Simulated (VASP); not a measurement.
Runs of VASP 6.6.1 on In. The structure is that of space group P6_3/mmc (No. 194), or close to it. The cells are those of the table. This isn't the form of In at room conditions, which is tetragonal.

| task | level | potentials or basis | spin | cell | k mesh | cutoff (eV) | grid for exact exchange (PRECFOCK) | share of exact exchange | screening parameter | gap on the mesh (eV) | pressure (GPa) |
| --- | --- | --- | --- | --- | --- | --- | --- | --- | --- | --- | --- |
| single point | PBE0 | VASP PAW PBE potentials, release 64 (In_d) | off | a = 3.267, b = 3.267, c = 5.397 Å, angles 90.0, 90.0, 120.0°, 2 atoms | 4 × 4 × 4 | 520 | Normal | 0.25 | - | none | 3.2 |
| single point | HSE06 | VASP PAW PBE potentials, release 64 (In_d) | non-collinear, zero start, SOC | a = 3.335, b = 3.335, c = 5.509 Å, angles 90.0, 90.0, 120.0°, 2 atoms | 4 × 4 × 2 | 520 | Normal | 0.25 | 0.2079 1/Å | - | 2.0 |
| relaxation of cell and atoms | PBE0 | VASP PAW PBE potentials, release 64 (In_d) | off | relaxed from a = 3.335, b = 3.335, c = 5.509 Å, angles 90.0, 90.0, 120.0°, 2 atoms | 5 × 5 × 3 | 600 | Normal | 0.25 | - | none | 0.0 |
| single point | LDA | VASP PAW LDA potentials, release 64 (In_d) | off | a = 3.335, b = 3.335, c = 5.509 Å, angles 90.0, 90.0, 120.0°, 2 atoms | 9 × 9 × 5 | 520 | - | - | - | none | (a) |
| single point | PBE0 | VASP PAW PBE potentials, release 64 (In_d) | off | a = 3.290, b = 3.290, c = 5.435 Å, angles 90.0, 90.0, 120.0°, 2 atoms | 4 × 4 × 4 | 520 | Normal | 0.25 | - | none | 3.9 |

Alike in all rows: smearing fermi-dirac 0.05 eV.

**Question.** Fill in the values left out.

**Answer.** (a) -2.9.

Caveats: some runs use coarse meshes; the PAW data sets were made with another functional, which shifts forces and pressure a little (at least some runs); spin-orbit coupling is left out, which moves the levels of the heavy elements (at least some runs); a moment this small can come from the mesh or the smearing (at least some runs).

A k mesh can miss the band edges, and rows without SOC leave out spin-orbit coupling on In.

A gap of «none» marks levels without a gap at the run's occupations.
